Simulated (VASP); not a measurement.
# Ru (P-3m1) in VASP: single point with PBE

Aim: the single point of Ru with PBE.

All numbers are computed with VASP 6.6.1; they aren't measurements. Logs are shortened: lines on timing, memory, paths and dates and some standing lists are left out, and cuts for length are marked.

### 1 The cell of the first run

It takes space group P-3m1 (No. 164, trigonal). The conventional cell has a = 2.720 Å, b = 2.720 Å, c = 12.590 Å, α = 90.00°, β = 90.00°, γ = 120.00°. Within 3.2 Å of Ru (site symmetry 3m) lie 12 Ru at 2.43 to 2.72 Å. Ru (site symmetry 3m) has 12 Ru at 2.66 to 2.72 Å within 3.5 Å. Ru (site symmetry 3m) has 12 Ru at 2.66 to 2.72 Å within 3.5 Å.

### 2 Single point, PBE (the distance across one plane changed)

INCAR reads:

```
SYSTEM = Ru
  PREC = Accurate
  ENCUT = 520
  EDIFF = 1E-7
  ISMEAR = 0
  SIGMA = 0.15
  LREAL = .FALSE.
  LASPH = .TRUE.
  NELM = 60
  ALGO = Fast
  ISIF = 2
  LWAVE = .FALSE.
  LCHARG = .TRUE.
  GGA = PE
  LELF = .TRUE.
  LVHAR = .TRUE.
  NBANDS = 51
```

KPOINTS reads:

```
Automatic mesh
0
G
  25 25 5
  0 0 0
```

POSCAR reads:

```
Ru
1.0
   -2.7200250909      0.0000000000      0.0000000000
   -1.3600125454     -2.3556108276      0.0000000000
    0.0000000000      0.0000000000     12.5903084894
Ru
6
Direct
    0.3333333333      0.3333333333      0.9385259276
    0.3333333333      0.3333333333      0.2559740267
    0.3333333333      0.3333333333      0.5972499771
    0.6666666667      0.6666666667      0.0853360514
    0.6666666667      0.6666666667      0.4266120019
    0.6666666667      0.6666666667      0.7678879524
```

Potentials or basis: VASP PAW PBE potentials, release 64 (Ru_pv).

On the command line:

```bash
cat potpaw_PBE.64/Ru_pv/POTCAR > POTCAR
mpirun -np 1 vasp_std > vasp.out
```

OUTCAR:

```text
SYSTEM = Ru
   PREC = Accurate
   ENCUT = 520
   EDIFF = 1E-7
   ISMEAR = 0
   LREAL = .FALSE.
   LASPH = .TRUE.
   NELM = 60
   ISIF = 2
   GGA = PE

 ion  position               nearest neighbor table
   1  0.333  0.333  0.939-   4 2.43   4 2.43   4 2.43   6 2.66   6 2.66   6 2.66
   2  0.333  0.333  0.256-   5 2.66   5 2.66   5 2.66   4 2.66   4 2.66   4 2.66
   3  0.333  0.333  0.597-   5 2.66   5 2.66   5 2.66   6 2.66   6 2.66   6 2.66
   4  0.667  0.667  0.085-   1 2.43   1 2.43   1 2.43   2 2.66   2 2.66   2 2.66
   5  0.667  0.667  0.427-   2 2.66   3 2.66   2 2.66   3 2.66   2 2.66   3 2.66
   6  0.667  0.667  0.768-   1 2.66   1 2.66   1 2.66   3 2.66   3 2.66   3 2.66

  LATTYP: Found a hexagonal cell.
 ALAT       =     2.7200250908
 C/A-ratio  =     4.6287471876

  Lattice vectors:

 A1 = (   1.3600125454,   2.3556108276,   0.0000000000)
 A2 = (  -2.7200250909,   0.0000000000,   0.0000000000)
 A3 = (   0.0000000000,   0.0000000000,  12.5903084894)

Analysis of symmetry for initial positions (statically):
=====================================================================
 Subroutine PRICEL returns:
 Original cell was already a primitive cell.

 Routine SETGRP: Setting up the symmetry group for a
 hexagonal supercell.

 Subroutine GETGRP returns: Found 12 space group operations
 (whereof  6 operations were pure point group operations)
 out of a pool of 24 trial point group operations.

The static configuration has the point symmetry C_3v.
 The point group associated with its full space group is D_3d.

Analysis of symmetry for dynamics (positions and initial velocities):
=====================================================================
 Subroutine PRICEL returns:
 Original cell was already a primitive cell.

 Routine SETGRP: Setting up the symmetry group for a
 hexagonal supercell.

 Subroutine GETGRP returns: Found 12 space group operations
 (whereof  6 operations were pure point group operations)
 out of a pool of 24 trial point group operations.

The dynamic configuration has the point symmetry C_3v.
 The point group associated with its full space group is D_3d.

 Subroutine INISYM returns: Found 12 space group operations
 (whereof  6 operations are pure point group operations),
 and found     1 'primitive' translations

----------------------------------------------------------------------------------------

                                     Primitive cell

  volume of cell :      80.6701

  direct lattice vectors                    reciprocal lattice vectors
    -2.720025091  0.000000000  0.000000000    -0.367643667  0.212259170  0.000000000
    -1.360012545 -2.355610828  0.000000000     0.000000000 -0.424518341  0.000000000
     0.000000000  0.000000000 12.590308489     0.000000000  0.000000000  0.079426171

  length of vectors
     2.720025091  2.720025091 12.590308489     0.424518341  0.424518341  0.079426171

  position of ions in fractional coordinates (direct lattice)
     0.333333333  0.333333333  0.938525928
     0.333333333  0.333333333  0.255974027
     0.333333333  0.333333333  0.597249977
     0.666666667  0.666666667  0.085336051
     0.666666667  0.666666667  0.426612002
     0.666666667  0.666666667  0.767887952

  ion indices of the primitive-cell ions
   primitive index   ion index
                 1           1
                 2           2
                 3           3
                 4           4
                 5           5
                 6           6

----------------------------------------------------------------------------------------

 KPOINTS: Automatic mesh

Automatic generation of k-mesh.
 Grid dimensions read from file:
 generate k-points for:   25   25    5

 Generating k-lattice:

  Cartesian coordinates                     Fractional coordinates (reciprocal lattice)
    -0.014705747  0.008490367  0.000000000     0.040000000 -0.000000000  0.000000000
     0.000000000 -0.016980734  0.000000000     0.000000000  0.040000000  0.000000000
     0.000000000  0.000000000  0.015885234     0.000000000  0.000000000  0.200000000

  Length of vectors
     0.016980734  0.016980734  0.015885234

  Shift w.r.t. Gamma in fractional coordinates (k-lattice)
     0.000000000  0.000000000  0.000000000

 Subroutine IBZKPT returns following result:
 ===========================================

 Found    299 irreducible k-points:

 Following reciprocal coordinates:
            Coordinates               Weight
  0.000000  0.000000  0.000000      1.000000
  0.040000 -0.000000  0.000000      6.000000
  0.080000 -0.000000  0.000000      6.000000
  0.120000  0.000000  0.000000      6.000000
  0.160000 -0.000000  0.000000      6.000000
  0.200000  0.000000  0.000000      6.000000
[... 16 lines left out ...]
  0.440000  0.040000  0.000000     12.000000
  0.480000  0.040000  0.000000     12.000000
 [... further k-points ...]
   k-points           NKPTS =    299   k-points in BZ     NKDIM =    299   number of bands    NBANDS=     51
   number of dos      NEDOS =    301   number of ions     NIONS =      6
   total plane-waves  NPLWV =  38400
   dimension x,y,z NGX =    20 NGY =   20 NGZ =   96
   dimension x,y,z NGXF=    40 NGYF=   40 NGZF=  192
   ions per type =               6
   NGX,Y,Z   is equivalent  to a cutoff of  12.22, 12.22, 12.68 a.u.
   NGXF,Y,Z  is equivalent  to a cutoff of  24.45, 24.45, 25.35 a.u.
 SYSTEM =  Ru
   PREC   = accura    normal or accurate (medium, high low for compatibility)
   ISTART =      0    job   : 0-new  1-cont  2-samecut
   ICHARG =      2    charge: 1-file 2-atom 10-const
   ISPIN  =      1    spin polarized calculation?
   LNONCOLLINEAR =      F non collinear calculations
   LSORBIT =      F    spin-orbit coupling
   LASPH  =      T    aspherical Exc in radial PAW
   ENCUT  =  520.0 eV  38.22 Ry    6.18 a.u.   5.06  5.06 23.41*2*pi/ulx,y,z
   NELM   =     60;   NELMIN=  2; NELMDL= -5     # of ELM steps
   EDIFF  = 0.1E-06   stopping-criterion for ELM
   LREAL  =      F    real-space projection
   EDIFFG = 0.1E-05   stopping-criterion for IOM
   NSW    =      0    number of steps for IOM
   IBRION =     -1    ionic relax: 0-MD 1-quasi-New 2-CG
   NFREE  =      0    steps in history (QN), initial steepest desc. (CG)
   ISIF   =      2    stress and relaxation
   ISYM   =      2    0-nonsym 1-usesym 2-fastsym
   POTIM  = 0.5000    time-step for ionic-motion
   TEBEG  =    0.0;   TEEND  =   0.0 temperature during run
   PSTRESS=    0.0 pullay stress
   NELECT =      84.0000    total number of electrons
   NUPDOWN=      -1.0000    fix difference up-down
   EMIN   =  10.00;   EMAX   =-10.00  energy-range for DOS
   EFERMI =   0.00;   METHOD = LEGACY
   ISMEAR =     0;   SIGMA  =   0.15  broadening in eV -4-tet -1-fermi 0-gaus
   EFERMI_NEDOS =   21; number of points for ismear=-14 and -15
   IALGO  =     68    algorithm
   IMIX   =      4    mixing-type and parameters
     AMIX     =   0.40;   BMIX     =  1.00
     AMIX_MAG =   1.60;   BMIX_MAG =  1.00
  volume/ion in A,a.u.               =      13.45        90.73
  Fermi-wavevector in a.u.,A,eV,Ry     =   1.659321  3.135661 37.461533  2.753345
  Thomas-Fermi vector in A             =   2.746750
   LORBIT       =      0    0 simple, 1 ext, 2 COOP (PROOUT), +10 PAW based schemes
   GGA     = PE    functional components
   LHFCALC =     F    Hartree Fock is set to
   AEXX    =    0.0000 exact exchange contribution
   IVDW    =     0    specifies the selected vdW correction
   LEPSILON=     F    determine dielectric tensor
   LRPA    =     F    only Hartree local field effects (RPA)
 non-spin polarized calculation
 RMM-DIIS sequential band-by-band and
 Gauss-broadening in eV      SIGMA  =   0.15
  energy-cutoff  :      520.00
  volume of cell :       80.67
 maximum number of plane-waves:      2203
   NGX = 11   NGY = 11   NGZ = 47

 number of electron      84.0000019 magnetization

 Free energy of the ion-electron system (eV)
  ---------------------------------------------------
  ext. energy  EPLUGINS =         0.00000000
  ---------------------------------------------------
  free energy    TOTEN  =       -54.86561273 eV

  energy without entropy =      -54.80959429  energy(sigma->0) =      -54.83760351

 E-fermi :  13.0463     XC(G=0): -14.1695

 val. band max:       13.0421370300   @ k =   0.2800   0.4000   0.4000
 cond. band min:      13.0471577438   @ k =   0.1200   0.0400   0.0000
 fundamental gap:      0.0050207138
 Fermi energy:        13.0463217736

 k-point     1 :       0.0000    0.0000    0.0000
  band No.  band energies     occupation
      1     -30.9404      2.00000
      2     -30.4243      2.00000
      3     -30.2744      2.00000
      4     -29.9372      2.00000
      5     -29.9372      2.00000
      6     -29.7740      2.00000
[... 43 lines left out ...]
     50      14.1290      0.00000
     51      14.8034      0.00000

 k-point     2 :       0.0400   -0.0000    0.0000
  band No.  band energies     occupation
      1     -30.9359      2.00000
      2     -30.4213      2.00000
      3     -30.2763      2.00000
      4     -29.9503      2.00000
      5     -29.9415      2.00000
      6     -29.7859      2.00000
[... 43 lines left out ...]
     50      14.1440      0.00000
     51      14.2184      0.00000

 k-point     3 :       0.0800   -0.0000    0.0000
  band No.  band energies     occupation
      1     -30.9228      2.00000
      2     -30.4128      2.00000
      3     -30.2838      2.00000
      4     -29.9845      2.00000
      5     -29.9541      2.00000
      6     -29.8195      2.00000
[... 43 lines left out ...]
     50      14.1911      0.00000
     51      14.5238      0.00000
[... 1027 lines left out ...]
 k-point    23 :       0.4400    0.0400    0.0000
  band No.  band energies     occupation
      1     -30.8279      2.00000
      2     -30.7760      2.00000
      3     -30.3912      2.00000
      4     -30.3783      2.00000
      5     -30.2969      2.00000
      6     -30.2051      2.00000
[... 43 lines left out ...]
     50      15.2417      0.00000
     51      15.7185      0.00000

 k-point    24 :       0.4800    0.0400    0.0000
  band No.  band energies     occupation
      1     -30.8468      2.00000
      2     -30.7986      2.00000
      3     -30.4193      2.00000
      4     -30.4040      2.00000
      5     -30.3258      2.00000
      6     -30.2036      2.00000
[... 43 lines left out ...]
     50      15.5204      0.00000
     51      16.5999      0.00000

 [... further k-points ...]

------------------------ aborting loop because EDIFF is reached ----------------------------------------

  FORCE on cell =-STRESS in cart. coord.  units (eV):
  Direction    XX          YY          ZZ          XY          YZ          ZX
  --------------------------------------------------------------------------------------
  -------------------------------------------------------------------------------------
  Total        3.3950311      3.3950311     10.6213848     -0.0000000      0.0000000     -0.0000000
  in kB       67.4281924     67.4281924    210.9496950     -0.0000000      0.0000000     -0.0000000
  external PRESSURE =     115.2686932 kB  Pullay stress =       0.0000000 kB

 VOLUME and BASIS-vectors are now :
 -----------------------------------------------------------------------------
  energy-cutoff  :      520.00
  volume of cell :       80.67
      direct lattice vectors                 reciprocal lattice vectors
    -2.720025091  0.000000000  0.000000000    -0.367643667  0.212259170  0.000000000
    -1.360012545 -2.355610828  0.000000000     0.000000000 -0.424518341  0.000000000
     0.000000000  0.000000000 12.590308489     0.000000000  0.000000000  0.079426171

 POSITION                                       TOTAL-FORCE (eV/Angst)
 -----------------------------------------------------------------------------------
     -1.36001     -0.78520     11.81633         0.000000     -0.000000     -4.034219
     -1.36001     -0.78520      3.22279        -0.000000      0.000000      0.474407
     -1.36001     -0.78520      7.51956         0.000000      0.000000     -0.207176
     -2.72003     -1.57041      1.07441        -0.000000     -0.000000      4.034219
     -2.72003     -1.57041      5.37118        -0.000000     -0.000000      0.207176
     -2.72003     -1.57041      9.66795         0.000000     -0.000000     -0.474407
 -----------------------------------------------------------------------------------
    total drift:                               -0.000000     -0.000000     -0.000018

  FREE ENERGIE OF THE ION-ELECTRON SYSTEM (eV)
  ---------------------------------------------------
  free  energy   TOTEN  =       -54.8656127316 eV

  energy  without entropy=      -54.8095942934  energy(sigma->0) =      -54.83760351
```

Wall time 54 min (1 thread of Oxide Virtual Turin-like, shared host); peak memory 0.77 GiB.

What came out:

```
Free energy            : -54.8656 eV
Pressure               : 11.5 GPa
Largest force          : 4.034 eV/Å
Band gap on the k mesh : zero (bands 42 and 43 overlap by 2.86 eV)
```

Forces in eV/Å, atoms in the order of the input:
```
Ru   0.000  0.000 -4.034
Ru   0.000  0.000  0.474
Ru   0.000  0.000 -0.207
Ru   0.000  0.000  4.034
Ru   0.000  0.000  0.207
Ru   0.000  0.000 -0.474
```

Levels at points of the mesh, in eV from the Fermi level:
| k point | band 37 | band 38 | band 39 | band 40 | band 41 | band 42 | band 43 | band 44 | band 45 | band 46 |
| --- | --- | --- | --- | --- | --- | --- | --- | --- | --- | --- |
| (0.00, 0.00, 0.00) | -2.19 | -1.96 | -1.96 | -1.51 | -1.51 | -1.49 | -0.93 | -0.34 | -0.34 | -0.14 |

Caveat: the cell differs from its parent crystal (the distance across one plane changed); the stress differs along the axes, from 7 to 21 GPa; forces of over 1 eV/Å act on the atoms, so gaps and moduli don't describe the material at rest.
